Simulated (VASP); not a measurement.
# NiO (Fm-3m) in VASP: notebook

NiO is run at these levels: PBE; tasks: single point.

All numbers are computed with VASP 6.6.1; they aren't measurements. Logs are shortened: lines on timing, memory, paths and dates and some standing lists are left out, and cuts for length are marked.

**1. The cell of the first run**

Symmetry: Fm-3m, No. 225, cubic system. The conventional cell has a = 4.160 Å, b = 4.160 Å, c = 4.160 Å, α = 90.00°, β = 90.00°, γ = 90.00°. Ni (site symmetry m-3m) has 6 O at 2.08 Å within 2.8 Å. Within 2.8 Å of O (site symmetry m-3m) lie 6 Ni at 2.08 Å.

**2. Single point, PBE, non-collinear spin, typed start, spin-orbit coupling (9.00 Å³/atom)**

The input, INCAR:

```
SYSTEM = NiO
  ALGO = Normal
  EDIFF = 1E-6
  ENCUT = 520
  GGA = PE
  GGA_COMPAT = .FALSE.
  ISIF = 2
  ISMEAR = 0
  LASPH = .TRUE.
  LCHARG = .FALSE.
  LMAXMIX = 4
  LORBIT = 11
  LORBMOM = .TRUE.
  LREAL = .FALSE.
  LSORBIT = .TRUE.
  LWAVE = .FALSE.
  MAGMOM = 0 0 1.59 0 0 0
  NBANDS = 28
  NELM = 150
  PREC = Accurate
  SIGMA = 0.05
```

The input, KPOINTS:

```
k-points
0
G
  14 14 14
  0 0 0
```

The input, POSCAR:

```
NiO
1.0
    0.0000000000      2.0799960649      2.0799960649
    2.0799960649      0.0000000000      2.0799960649
    2.0799960649      2.0799960649      0.0000000000
Ni O
1 1
Direct
    0.0000000000      0.0000000000      0.0000000000
    0.5000000000      0.5000000000      0.5000000000
```

Potentials or basis: VASP PAW PBE potentials, release 64 (Ni, O).

Launch:

```
> cat potpaw_PBE.64/Ni/POTCAR potpaw_PBE.64/O/POTCAR > POTCAR
> mpirun -np 1 vasp_ncl > vasp.out
```

OUTCAR:

```text
SYSTEM = NiO
   EDIFF = 1E-6
   ENCUT = 520
   GGA = PE
   ISIF = 2
   ISMEAR = 0
   LASPH = .TRUE.
   LORBIT = 11
   LREAL = .FALSE.
   LSORBIT = .TRUE.
   NELM = 150
   PREC = Accurate

 ion  position               nearest neighbor table
   1  0.000  0.000  0.000-   2 2.08   2 2.08   2 2.08   2 2.08   2 2.08   2 2.08
   2  0.500  0.500  0.500-   1 2.08   1 2.08   1 2.08   1 2.08   1 2.08   1 2.08

  LATTYP: Found a face centered cubic cell.
 ALAT       =     4.1599921298

  Lattice vectors:

 A1 = (   0.0000000000,   2.0799960649,   2.0799960649)
 A2 = (   2.0799960649,   0.0000000000,   2.0799960649)
 A3 = (   2.0799960649,   2.0799960649,   0.0000000000)

Analysis of symmetry for initial positions (statically):
=====================================================================
 Subroutine PRICEL returns:
 Original cell was already a primitive cell.

 Routine SETGRP: Setting up the symmetry group for a
 face centered cubic supercell.

 Subroutine GETGRP returns: Found 48 space group operations
 (whereof 48 operations were pure point group operations)
 out of a pool of 48 trial point group operations.

The static configuration has the point symmetry O_h .

Analysis of symmetry for dynamics (positions and initial velocities):
=====================================================================
 Subroutine PRICEL returns:
 Original cell was already a primitive cell.

 Routine SETGRP: Setting up the symmetry group for a
 face centered cubic supercell.

 Subroutine GETGRP returns: Found 48 space group operations
 (whereof 48 operations were pure point group operations)
 out of a pool of 48 trial point group operations.

The dynamic configuration has the point symmetry O_h .

Analysis of structural, dynamic, and magnetic symmetry:
=====================================================================
 Subroutine PRICEL returns:
 Original cell was already a primitive cell.

 Routine SETGRP: Setting up the symmetry group for a
 face centered cubic supercell.

 Subroutine GETGRP returns: Found  8 space group operations
 (whereof  8 operations were pure point group operations)
 out of a pool of 48 trial point group operations.

The overall configuration has the point symmetry C_4h.

 Subroutine INISYM returns: Found  8 space group operations
 (whereof  8 operations are pure point group operations),
 and found     1 'primitive' translations

----------------------------------------------------------------------------------------

                                     Primitive cell

  volume of cell :      17.9977

  direct lattice vectors                    reciprocal lattice vectors
     0.000000000  2.079996065  2.079996065    -0.240385070  0.240385070  0.240385070
[... 916 lines left out ...]

  FREE ENERGIE OF THE ION-ELECTRON SYSTEM (eV)
  ---------------------------------------------------
  free  energy   TOTEN  =       -11.4766494410 eV

  energy  without entropy=      -11.4752906721  energy(sigma->0) =      -11.47597006

 orbital moment (x)

 # of ion     p       d       tot
 ----------------------------------------
  1         0.000   0.000   0.000
  2         0.000   0.000   0.000
 ----------------------------------------
            0.000   0.000   0.000

 orbital moment (y)

 # of ion     p       d       tot
 ----------------------------------------
  1        -0.000   0.000   0.000
  2         0.000   0.000   0.000
 ----------------------------------------
            0.000   0.000   0.000

 orbital moment (z)

 # of ion     p       d       tot
 ----------------------------------------
  1         0.000   0.129   0.129
  2        -0.002   0.000  -0.002
 ----------------------------------------
           -0.002   0.129   0.127

 Spin-Orbit-Coupling matrix elements

 Ion:    1  E_soc:     -0.0234463
 l=   1
     0.0000000    -0.0002094    -0.0002112
    -0.0002094     0.0000000    -0.0002094
    -0.0002112    -0.0002094     0.0000000
 l=   2
     0.0000000    -0.0001218     0.0000000    -0.0001218    -0.0041259
    -0.0001218     0.0000000    -0.0024790    -0.0001295    -0.0008180
     0.0000000    -0.0024790     0.0000000    -0.0024790     0.0000000
    -0.0001218    -0.0001295    -0.0024790     0.0000000    -0.0008180
    -0.0041259    -0.0008180     0.0000000    -0.0008180     0.0000000
 l=   3
     0.0000000     0.0000000     0.0000000     0.0000000     0.0000000     0.0000000     0.0000000
     0.0000000     0.0000000     0.0000000     0.0000000     0.0000000     0.0000000     0.0000000
     0.0000000     0.0000000     0.0000000     0.0000000     0.0000000     0.0000000     0.0000000
     0.0000000     0.0000000     0.0000000     0.0000000     0.0000000     0.0000000     0.0000000
     0.0000000     0.0000000     0.0000000     0.0000000     0.0000000     0.0000000     0.0000000
     0.0000000     0.0000000     0.0000000     0.0000000     0.0000000     0.0000000     0.0000000
     0.0000000     0.0000000     0.0000000     0.0000000     0.0000000     0.0000000     0.0000000

 Ion:    2  E_soc:      0.0000909
 l=   1
     0.0000000     0.0000143     0.0000168
     0.0000143     0.0000000     0.0000143
     0.0000168     0.0000143     0.0000000
 l=   2
     0.0000000     0.0000000     0.0000000     0.0000000     0.0000000
     0.0000000     0.0000000     0.0000000     0.0000000     0.0000000
     0.0000000     0.0000000     0.0000000     0.0000000     0.0000000
     0.0000000     0.0000000     0.0000000     0.0000000     0.0000000
     0.0000000     0.0000000     0.0000000     0.0000000     0.0000000
 l=   3
     0.0000000     0.0000000     0.0000000     0.0000000     0.0000000     0.0000000     0.0000000
     0.0000000     0.0000000     0.0000000     0.0000000     0.0000000     0.0000000     0.0000000
     0.0000000     0.0000000     0.0000000     0.0000000     0.0000000     0.0000000     0.0000000
     0.0000000     0.0000000     0.0000000     0.0000000     0.0000000     0.0000000     0.0000000
     0.0000000     0.0000000     0.0000000     0.0000000     0.0000000     0.0000000     0.0000000
     0.0000000     0.0000000     0.0000000     0.0000000     0.0000000     0.0000000     0.0000000
     0.0000000     0.0000000     0.0000000     0.0000000     0.0000000     0.0000000     0.0000000

 total charge

# of ion       s       p       d       tot
------------------------------------------
    1        0.335   0.413   8.262   9.011
    2        1.557   3.426   0.000   4.984
--------------------------------------------------
tot          1.893   3.840   8.262  13.995

 magnetization (x)

# of ion       s       p       d       tot
------------------------------------------
    1        0.000   0.000   0.000   0.000
    2        0.000   0.000   0.000   0.000
--------------------------------------------------
tot          0.000   0.000   0.000   0.000

 magnetization (y)

# of ion       s       p       d       tot
------------------------------------------
    1        0.000   0.000   0.000   0.000
    2        0.000   0.000   0.000   0.000
--------------------------------------------------
tot          0.000   0.000   0.000   0.000

 magnetization (z)

# of ion       s       p       d       tot
------------------------------------------
    1        0.012   0.015   1.353   1.380
    2        0.028   0.223   0.000   0.251
--------------------------------------------------
tot          0.039   0.239   1.353   1.631
```

OSZICAR:

```text
N       E                     dE             d eps       ncg     rms          rms(c)
DAV:   1     0.127415860522E+03    0.12742E+03   -0.72528E+03 22064   0.151E+03
DAV:   2    -0.120100268774E+01   -0.12862E+03   -0.11500E+03 21832   0.338E+02
DAV:   3    -0.134935153334E+02   -0.12293E+02   -0.11509E+02 23104   0.113E+02
DAV:   4    -0.137384065147E+02   -0.24489E+00   -0.24365E+00 22364   0.162E+01
DAV:   5    -0.137441427879E+02   -0.57363E-02   -0.57354E-02 25316   0.243E+00    0.154E+01
DAV:   6    -0.125068083249E+02    0.12373E+01   -0.97874E+00 27696   0.825E+01    0.183E+01
DAV:   7    -0.114762814581E+02    0.10305E+01   -0.32972E+00 24704   0.667E+01    0.620E+00
DAV:   8    -0.114782490061E+02   -0.19675E-02   -0.40018E-01 27104   0.940E+00    0.401E+00
DAV:   9    -0.114758125617E+02    0.24364E-02   -0.39072E-02 33396   0.470E+00    0.108E+00
DAV:  10    -0.114765964547E+02   -0.78389E-03   -0.93935E-03 22104   0.120E+00    0.251E-01
DAV:  11    -0.114766523865E+02   -0.55932E-04   -0.26464E-04 22800   0.266E-01    0.119E-01
DAV:  12    -0.114766515152E+02    0.87126E-06   -0.16632E-04 24932   0.297E-01    0.452E-02
DAV:  13    -0.114766522589E+02   -0.74367E-06   -0.76082E-05 21444   0.103E-01    0.234E-02
DAV:  14    -0.114766549216E+02   -0.26627E-05   -0.35706E-05 21464   0.678E-02    0.131E-02
DAV:  15    -0.114766512429E+02    0.36787E-05   -0.39549E-05 21444   0.653E-02    0.371E-03
DAV:  16    -0.114766497007E+02    0.15422E-05   -0.11964E-05 21304   0.331E-02    0.187E-03
DAV:  17    -0.114766494410E+02    0.25969E-06   -0.10689E-06 18880   0.978E-03
   1 F= -.11476649E+02 E0= -.11475970E+02  d E =-.135877E-02  mag=     0.0000     0.0000     1.6723
```

Wall time 3.3 min (1 thread of Intel Xeon 6975P-C (Granite Rapids), shared host); peak memory 0.41 GiB.

Results:

```yaml
Free_energy: -11.4766 eV
Pressure: 7.0 GPa
Net_moment: 1.67 μB per cell
Valence_electrons_inside_the_program's_atomic_spheres: Ni 9.01; O 4.98
```

Moments on the atoms (μB; x, y, z):
```
Ni  0.00 0.00 1.38
O   0.00 0.00 0.25
```

Caveat: the cell stands under pressure; a cell with one magnetic atom can't hold antiferromagnetic order, which such compounds often take.

**3. Single point, PBE, non-collinear spin, typed start, spin-orbit coupling (9.19 Å³/atom)**

This run uses another cell than the first one, of 9.19 Å³/atom.

The input, INCAR:

```
SYSTEM = NiO
PREC = Accurate
ENCUT = 520
EDIFF = 1E-7
ISMEAR = 0
SIGMA = 0.05
LREAL = .False.
LASPH = .True.
NELM = 150
ALGO = Normal
ISIF = 2
LWAVE = .False.
LCHARG = .True.
MAGMOM = 0 0 1.63 0 0 0
LORBIT = 11
LSORBIT = .True.
GGA_COMPAT = .False.
LORBMOM = .True.
LMAXMIX = 4
GGA = PE
LVHAR = .True.
NBANDS = 28
```

The input, KPOINTS:

```
regular mesh
0
Gamma
  14 14 14
  0 0 0
```

The input, POSCAR:

```
NiO
1.0
    0.0000000000      2.0943413187      2.0943413187
    2.0943413187      0.0000000000      2.0943413187
    2.0943413187      2.0943413187      0.0000000000
Ni O
1 1
Direct
    0.0000000000      0.0000000000      0.0000000000
    0.5000000000      0.5000000000      0.5000000000
```

Potentials or basis: VASP PAW PBE potentials, release 64 (Ni, O).

Launch:

```
> cat potpaw_PBE.64/Ni/POTCAR potpaw_PBE.64/O/POTCAR > POTCAR
> mpirun -np 1 vasp_ncl > vasp.out
```

OUTCAR:

```text
SYSTEM = NiO
   PREC = Accurate
   ENCUT = 520
   EDIFF = 1E-7
   ISMEAR = 0
   LREAL = .False.
   LASPH = .True.
   NELM = 150
   ISIF = 2
   LORBIT = 11
   LSORBIT = .True.
   GGA = PE

 ion  position               nearest neighbor table
   1  0.000  0.000  0.000-   2 2.09   2 2.09   2 2.09   2 2.09   2 2.09   2 2.09
   2  0.500  0.500  0.500-   1 2.09   1 2.09   1 2.09   1 2.09   1 2.09   1 2.09

  LATTYP: Found a face centered cubic cell.
 ALAT       =     4.1886826374

  Lattice vectors:

 A1 = (   0.0000000000,   2.0943413187,   2.0943413187)
 A2 = (   2.0943413187,   0.0000000000,   2.0943413187)
 A3 = (   2.0943413187,   2.0943413187,   0.0000000000)

Analysis of symmetry for initial positions (statically):
=====================================================================
 Subroutine PRICEL returns:
 Original cell was already a primitive cell.

 Routine SETGRP: Setting up the symmetry group for a
 face centered cubic supercell.

 Subroutine GETGRP returns: Found 48 space group operations
 (whereof 48 operations were pure point group operations)
 out of a pool of 48 trial point group operations.

The static configuration has the point symmetry O_h .

Analysis of symmetry for dynamics (positions and initial velocities):
=====================================================================
 Subroutine PRICEL returns:
 Original cell was already a primitive cell.

 Routine SETGRP: Setting up the symmetry group for a
 face centered cubic supercell.

 Subroutine GETGRP returns: Found 48 space group operations
 (whereof 48 operations were pure point group operations)
 out of a pool of 48 trial point group operations.

The dynamic configuration has the point symmetry O_h .

Analysis of structural, dynamic, and magnetic symmetry:
=====================================================================
 Subroutine PRICEL returns:
 Original cell was already a primitive cell.

 Routine SETGRP: Setting up the symmetry group for a
 face centered cubic supercell.

 Subroutine GETGRP returns: Found  8 space group operations
 (whereof  8 operations were pure point group operations)
 out of a pool of 48 trial point group operations.

The overall configuration has the point symmetry C_4h.

 Subroutine INISYM returns: Found  8 space group operations
 (whereof  8 operations are pure point group operations),
 and found     1 'primitive' translations

----------------------------------------------------------------------------------------

                                     Primitive cell

  volume of cell :      18.3727

  direct lattice vectors                    reciprocal lattice vectors
     0.000000000  2.094341319  2.094341319    -0.238738545  0.238738545  0.238738545
     2.094341319  0.000000000  2.094341319     0.238738545 -0.238738545  0.238738545
     2.094341319  2.094341319  0.000000000     0.238738545  0.238738545 -0.238738545

  length of vectors
     2.961845897  2.961845897  2.961845897     0.413507290  0.413507290  0.413507290

[... 886 lines left out ...]

  FORCE on cell =-STRESS in cart. coord.  units (eV):
  Direction    XX          YY          ZZ          XY          YZ          ZX
  --------------------------------------------------------------------------------------
  -------------------------------------------------------------------------------------
  Total        0.3388868      0.3388868      0.3357419      0.0000022      0.0000000      0.0000000
  in kB       29.5524112     29.5524112     29.2781552      0.0001889      0.0000000      0.0000000
  external PRESSURE =      29.4609925 kB  Pullay stress =       0.0000000 kB

 VOLUME and BASIS-vectors are now :
 -----------------------------------------------------------------------------
  energy-cutoff  :      520.00
  volume of cell :       18.37
      direct lattice vectors                 reciprocal lattice vectors
     0.000000000  2.094341319  2.094341319    -0.238738545  0.238738545  0.238738545
     2.094341319  0.000000000  2.094341319     0.238738545 -0.238738545  0.238738545
     2.094341319  2.094341319  0.000000000     0.238738545  0.238738545 -0.238738545

 POSITION                                       TOTAL-FORCE (eV/Angst)
 -----------------------------------------------------------------------------------
      0.00000      0.00000      0.00000        -0.000000      0.000000     -0.000000
      2.09434      2.09434      2.09434         0.000000     -0.000000      0.000000
 -----------------------------------------------------------------------------------
    total drift:                               -0.000000     -0.000000     -0.000000

  FREE ENERGIE OF THE ION-ELECTRON SYSTEM (eV)
  ---------------------------------------------------
  free  energy   TOTEN  =       -11.4886326970 eV

  energy  without entropy=      -11.4871541054  energy(sigma->0) =      -11.48789340

 orbital moment (x)

 # of ion     p       d       tot
 ----------------------------------------
  1         0.000  -0.000  -0.000
  2        -0.000   0.000  -0.000
 ----------------------------------------
           -0.000  -0.000  -0.000

 orbital moment (y)

 # of ion     p       d       tot
 ----------------------------------------
  1        -0.000  -0.000  -0.000
  2        -0.000   0.000  -0.000
 ----------------------------------------
           -0.000  -0.000  -0.000

 orbital moment (z)

 # of ion     p       d       tot
 ----------------------------------------
  1         0.000   0.133   0.133
  2        -0.003   0.000  -0.003
 ----------------------------------------
           -0.003   0.133   0.131

 Spin-Orbit-Coupling matrix elements

 Ion:    1  E_soc:     -0.0234776
 l=   1
     0.0000000    -0.0002037    -0.0002058
    -0.0002037     0.0000000    -0.0002037
    -0.0002058    -0.0002037     0.0000000
 l=   2
     0.0000000    -0.0001206     0.0000000    -0.0001206    -0.0041708
    -0.0001206     0.0000000    -0.0024762    -0.0001287    -0.0008162
     0.0000000    -0.0024762     0.0000000    -0.0024762     0.0000000
    -0.0001206    -0.0001287    -0.0024762     0.0000000    -0.0008162
    -0.0041708    -0.0008162     0.0000000    -0.0008162     0.0000000
 l=   3
     0.0000000     0.0000000     0.0000000     0.0000000     0.0000000     0.0000000     0.0000000
     0.0000000     0.0000000     0.0000000     0.0000000     0.0000000     0.0000000     0.0000000
     0.0000000     0.0000000     0.0000000     0.0000000     0.0000000     0.0000000     0.0000000
     0.0000000     0.0000000     0.0000000     0.0000000     0.0000000     0.0000000     0.0000000
     0.0000000     0.0000000     0.0000000     0.0000000     0.0000000     0.0000000     0.0000000
     0.0000000     0.0000000     0.0000000     0.0000000     0.0000000     0.0000000     0.0000000
     0.0000000     0.0000000     0.0000000     0.0000000     0.0000000     0.0000000     0.0000000

 Ion:    2  E_soc:      0.0000820
 l=   1
     0.0000000     0.0000127     0.0000157
     0.0000127     0.0000000     0.0000127
     0.0000157     0.0000127     0.0000000
 l=   2
     0.0000000     0.0000000     0.0000000     0.0000000     0.0000000
     0.0000000     0.0000000     0.0000000     0.0000000     0.0000000
     0.0000000     0.0000000     0.0000000     0.0000000     0.0000000
     0.0000000     0.0000000     0.0000000     0.0000000     0.0000000
     0.0000000     0.0000000     0.0000000     0.0000000     0.0000000
 l=   3
     0.0000000     0.0000000     0.0000000     0.0000000     0.0000000     0.0000000     0.0000000
     0.0000000     0.0000000     0.0000000     0.0000000     0.0000000     0.0000000     0.0000000
     0.0000000     0.0000000     0.0000000     0.0000000     0.0000000     0.0000000     0.0000000
     0.0000000     0.0000000     0.0000000     0.0000000     0.0000000     0.0000000     0.0000000
     0.0000000     0.0000000     0.0000000     0.0000000     0.0000000     0.0000000     0.0000000
     0.0000000     0.0000000     0.0000000     0.0000000     0.0000000     0.0000000     0.0000000
     0.0000000     0.0000000     0.0000000     0.0000000     0.0000000     0.0000000     0.0000000

 total charge

# of ion       s       p       d       tot
------------------------------------------
    1        0.329   0.398   8.245   8.972
    2        1.557   3.417   0.000   4.974
--------------------------------------------------
tot          1.886   3.815   8.245  13.946

 magnetization (x)

# of ion       s       p       d       tot
------------------------------------------
    1        0.000   0.000   0.000   0.000
    2        0.000   0.000   0.000   0.000
--------------------------------------------------
tot          0.000   0.000   0.000   0.000

 magnetization (y)

# of ion       s       p       d       tot
------------------------------------------
    1        0.000   0.000   0.000   0.000
    2        0.000   0.000   0.000   0.000
--------------------------------------------------
tot          0.000   0.000   0.000   0.000

 magnetization (z)

# of ion       s       p       d       tot
------------------------------------------
    1        0.012   0.015   1.383   1.409
    2        0.027   0.231   0.000   0.259
--------------------------------------------------
tot          0.039   0.246   1.383   1.668
```

stdout:

```text
POSCAR found type information on POSCAR NiO
 POSCAR found :  2 types and       2 ions
 scaLAPACK will be used
 LDA part: xc-table for (Slater+PW92), standard interpolation
 POSCAR, INCAR and KPOINTS ok, starting setup
 FFT: planning ... GRIDC
 FFT: planning ... GRID_SOFT
 FFT: planning ... GRID
 WAVECAR not read
 entering main loop
```

It took 3.7 min on 1 thread of Intel Xeon 6975P-C (Granite Rapids), shared host; peak memory 0.41 GiB.

What came out:

| Item | Value |
| --- | --- |
| Free energy | -11.4886 eV |
| Pressure | 2.9 GPa |
| Net moment | 1.71 μB per cell |
| Valence electrons inside the program's atomic spheres | Ni 8.97; O 4.97 |

Moments on the atoms (μB; x, y, z):
```
Ni  0.00 0.00 1.41
O   0.00 0.00 0.26
```

Caveat: a cell with one magnetic atom can't hold antiferromagnetic order, which such compounds often take.
